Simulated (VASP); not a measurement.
# Pb (Fd-3m) in VASP: single point with PBEsol

Aim: the single point of Pb with PBEsol.

Program: VASP 6.6.1. These are calculated values, not measurements. Logs are shortened: lines on timing, memory, paths and dates and some standing lists are left out, and cuts for length are marked.

## (1) The cell of the first run

The structure is cubic, space group Fd-3m (No. 227). Conventional cell: a = 6.905 Å, b = 6.905 Å, c = 6.905 Å, α = 90.00°, β = 90.00°, γ = 90.00°. Pb (site symmetry -43m) has 4 Pb at 2.99 Å within 3.9 Å.

## (2) Single point, PBEsol

Contents of INCAR:

```
ALGO = Normal
EDIFF = 1E-6
ENCUT = 520
GGA = PS
ISIF = 2
ISMEAR = -1
LASPH = True
LCHARG = False
LREAL = False
LWAVE = False
NBANDS = 21
NELM = 80
PREC = Accurate
SIGMA = 0.13605693000000002
```

Contents of KPOINTS:

```
k-points
0
Gamma
  8 8 8
```

Contents of POSCAR:

```
Pb
1.0
    0.0000000000      3.4524172655      3.4524172655
    3.4524172655      0.0000000000      3.4524172655
    3.4524172655      3.4524172655      0.0000000000
Pb
2
Direct
    0.0000000000      0.0000000000      0.0000000000
    0.2500000000      0.2500000000      0.2500000000
```

Potentials or basis: VASP PAW PBE potentials, release 64 (Pb_d).

Run with:

```sh
$ cat potpaw_PBE.64/Pb_d/POTCAR > POTCAR
$ mpirun -np 1 vasp_std > vasp.out
```

OUTCAR:

```text
EDIFF = 1E-6
   ENCUT = 520
   GGA = PS
   ISIF = 2
   ISMEAR = -1
   LASPH = True
   LREAL = False
   NELM = 80
   PREC = Accurate

 ion  position               nearest neighbor table
   1  0.000  0.000  0.000-   2 2.99   2 2.99   2 2.99   2 2.99
   2  0.250  0.250  0.250-   1 2.99   1 2.99   1 2.99   1 2.99

  LATTYP: Found a face centered cubic cell.
 ALAT       =     6.9048345310

  Lattice vectors:

 A1 = (   0.0000000000,   3.4524172655,   3.4524172655)
 A2 = (   3.4524172655,   0.0000000000,   3.4524172655)
 A3 = (   3.4524172655,   3.4524172655,   0.0000000000)

Analysis of symmetry for initial positions (statically):
=====================================================================
 Subroutine PRICEL returns:
 Original cell was already a primitive cell.

 Routine SETGRP: Setting up the symmetry group for a
 face centered cubic supercell.

 Subroutine GETGRP returns: Found 48 space group operations
 (whereof 24 operations were pure point group operations)
 out of a pool of 48 trial point group operations.

The static configuration has the point symmetry T_d .
 The point group associated with its full space group is O_h .

Analysis of symmetry for dynamics (positions and initial velocities):
=====================================================================
 Subroutine PRICEL returns:
 Original cell was already a primitive cell.

 Routine SETGRP: Setting up the symmetry group for a
 face centered cubic supercell.

 Subroutine GETGRP returns: Found 48 space group operations
 (whereof 24 operations were pure point group operations)
 out of a pool of 48 trial point group operations.

The dynamic configuration has the point symmetry T_d .
 The point group associated with its full space group is O_h .

 Subroutine INISYM returns: Found 48 space group operations
 (whereof 24 operations are pure point group operations),
 and found     1 'primitive' translations

----------------------------------------------------------------------------------------

                                     Primitive cell

  volume of cell :      82.3000

  direct lattice vectors                    reciprocal lattice vectors
[... 78 lines left out ...]
   PREC   = accura    normal or accurate (medium, high low for compatibility)
   ISTART =      0    job   : 0-new  1-cont  2-samecut
   ICHARG =      2    charge: 1-file 2-atom 10-const
   ISPIN  =      1    spin polarized calculation?
   LNONCOLLINEAR =      F non collinear calculations
   LSORBIT =      F    spin-orbit coupling
   LASPH  =      T    aspherical Exc in radial PAW
   ENCUT  =  520.0 eV  38.22 Ry    6.18 a.u.   9.08  9.08  9.08*2*pi/ulx,y,z
   NELM   =     80;   NELMIN=  2; NELMDL= -5     # of ELM steps
   EDIFF  = 0.1E-05   stopping-criterion for ELM
   LREAL  =      F    real-space projection
   EDIFFG = 0.1E-04   stopping-criterion for IOM
   NSW    =      0    number of steps for IOM
   IBRION =     -1    ionic relax: 0-MD 1-quasi-New 2-CG
   NFREE  =      0    steps in history (QN), initial steepest desc. (CG)
   ISIF   =      2    stress and relaxation
   ISYM   =      2    0-nonsym 1-usesym 2-fastsym
   POTIM  = 0.5000    time-step for ionic-motion
   TEBEG  =    0.0;   TEEND  =   0.0 temperature during run
   PSTRESS=    0.0 pullay stress
   NELECT =      28.0000    total number of electrons
   NUPDOWN=      -1.0000    fix difference up-down
   EMIN   =  10.00;   EMAX   =-10.00  energy-range for DOS
   EFERMI =   0.00;   METHOD = LEGACY
   ISMEAR =    -1;   SIGMA  =   0.14  broadening in eV -4-tet -1-fermi 0-gaus
   EFERMI_NEDOS =   21; number of points for ismear=-14 and -15
   IALGO  =     38    algorithm
   IMIX   =      4    mixing-type and parameters
     AMIX     =   0.40;   BMIX     =  1.00
     AMIX_MAG =   1.60;   BMIX_MAG =  1.00
  volume/ion in A,a.u.               =      41.15       277.69
  Fermi-wavevector in a.u.,A,eV,Ry     =   1.142863  2.159698 17.771062  1.306136
  Thomas-Fermi vector in A             =   2.279560
   LORBIT       =      0    0 simple, 1 ext, 2 COOP (PROOUT), +10 PAW based schemes
   GGA     = PS    functional components
   LHFCALC =     F    Hartree Fock is set to
   AEXX    =    0.0000 exact exchange contribution
   IVDW    =     0    specifies the selected vdW correction
   LEPSILON=     F    determine dielectric tensor
   LRPA    =     F    only Hartree local field effects (RPA)
 non-spin polarized calculation
  energy-cutoff  :      520.00
  volume of cell :       82.30
 maximum number of plane-waves:      2252
   NGX = 19   NGY = 19   NGZ = 19

 number of electron      27.9999994 magnetization

 Free energy of the ion-electron system (eV)
  ---------------------------------------------------
  ext. energy  EPLUGINS =         0.00000000
  ---------------------------------------------------
  free energy    TOTEN  =        -7.36625515 eV

  energy without entropy =       -7.33159362  energy(sigma->0) =       -7.34892439

 E-fermi :   4.0512     XC(G=0):  -8.5682

 val. band max:        3.8120766291   @ k =   0.1250   0.1250   0.0000
 cond. band min:       4.1295554353   @ k =  -0.1250   0.1250   0.0000
 fundamental gap:      0.3174788062
 Fermi energy:         4.0512134281

 k-point     1 :       0.0000    0.0000    0.0000
  band No.  band energies     occupation
      1     -13.0466      2.00000
      2     -13.0466      2.00000
      3     -13.0466      2.00000
      4     -12.9704      2.00000
      5     -12.9704      2.00000
      6     -12.5503      2.00000
[... 565 lines left out ...]
     20      11.8891      0.00000
     21      12.6247      0.00000

 [... further k-points ...]

------------------------ aborting loop because EDIFF is reached ----------------------------------------

  FORCE on cell =-STRESS in cart. coord.  units (eV):
  Direction    XX          YY          ZZ          XY          YZ          ZX
  --------------------------------------------------------------------------------------
  -------------------------------------------------------------------------------------
  Total        0.0262201      0.0262201      0.0262201      0.0000000      0.0000000      0.0000000
  in kB        0.5104412      0.5104412      0.5104412      0.0000000      0.0000000      0.0000000
  external PRESSURE =       0.5104412 kB  Pullay stress =       0.0000000 kB

 VOLUME and BASIS-vectors are now :
 -----------------------------------------------------------------------------
  energy-cutoff  :      520.00
  volume of cell :       82.30
      direct lattice vectors                 reciprocal lattice vectors
     0.000000000  3.452417265  3.452417265    -0.144826063  0.144826063  0.144826063
     3.452417265  0.000000000  3.452417265     0.144826063 -0.144826063  0.144826063
     3.452417265  3.452417265  0.000000000     0.144826063  0.144826063 -0.144826063

 POSITION                                       TOTAL-FORCE (eV/Angst)
 -----------------------------------------------------------------------------------
      0.00000      0.00000      0.00000        -0.000000      0.000000      0.000000
      1.72621      1.72621      1.72621         0.000000     -0.000000     -0.000000
 -----------------------------------------------------------------------------------
    total drift:                                0.000000      0.000000      0.000000

  FREE ENERGIE OF THE ION-ELECTRON SYSTEM (eV)
  ---------------------------------------------------
  free  energy   TOTEN  =        -7.3662551462 eV

  energy  without entropy=       -7.3315936246  energy(sigma->0) =       -7.34892439
```

OSZICAR:

```text
N       E                     dE             d eps       ncg     rms          rms(c)
DAV:   1     0.291876028223E+03    0.29188E+03   -0.13706E+04  1218   0.145E+03
DAV:   2     0.141816026485E+02   -0.27769E+03   -0.27181E+03  1223   0.391E+02
DAV:   3    -0.660687439247E+01   -0.20788E+02   -0.20635E+02  1456   0.135E+02
DAV:   4    -0.736925414705E+01   -0.76238E+00   -0.76211E+00  1423   0.311E+01
DAV:   5    -0.741496378127E+01   -0.45710E-01   -0.45709E-01  1884   0.669E+00    0.153E+00
DAV:   6    -0.738040920175E+01    0.34555E-01   -0.35950E-02  1691   0.268E+00    0.858E-01
DAV:   7    -0.736574945644E+01    0.14660E-01   -0.29330E-02  1680   0.224E+00    0.164E-01
DAV:   8    -0.736608281017E+01   -0.33335E-03   -0.48276E-03  1462   0.813E-01    0.376E-02
DAV:   9    -0.736625250443E+01   -0.16969E-03   -0.35605E-04  1401   0.241E-01    0.182E-02
DAV:  10    -0.736625349217E+01   -0.98774E-06   -0.42957E-05  1474   0.868E-02    0.447E-03
DAV:  11    -0.736625518808E+01   -0.16959E-05   -0.47666E-06  1196   0.224E-02    0.690E-04
DAV:  12    -0.736625514622E+01    0.41865E-07   -0.57238E-07   939   0.110E-02
   1 F= -.73662551E+01 E0= -.73489244E+01  d E =-.346615E-01
```

stdout:

```text
POSCAR found type information on POSCAR Pb
 POSCAR found :  1 types and       2 ions
 scaLAPACK will be used
 -----------------------------------------------------------------------------
|                                                                             |
|                                                                             |
|     You enforced a specific xc type in the INCAR file but a different       |
|     I HOPE YOU KNOW WHAT YOU ARE DOING!                                     |
|                                                                             |
 -----------------------------------------------------------------------------

 LDA part: xc-table for (Slater+PW92), standard interpolation
 POSCAR, INCAR and KPOINTS ok, starting setup
 FFT: planning ... GRIDC
 FFT: planning ... GRID_SOFT
 FFT: planning ... GRID
 WAVECAR not read
 entering main loop
```

It took 54 s on 1 thread of Intel Xeon 8259CL, shared host; peak memory 0.22 GiB.

Results:

```yaml
Free_energy: -7.3663 eV
Pressure: 0.1 GPa
Band_gap_on_the_k_mesh: zero (band 14 reaches 4.46 eV, above the bottom of band 15 at 3.33 eV)
```

Caveat: the PAW data sets were made with another functional, which shifts forces and pressure a little; spin-orbit coupling is left out, which moves the levels of the heavy elements.
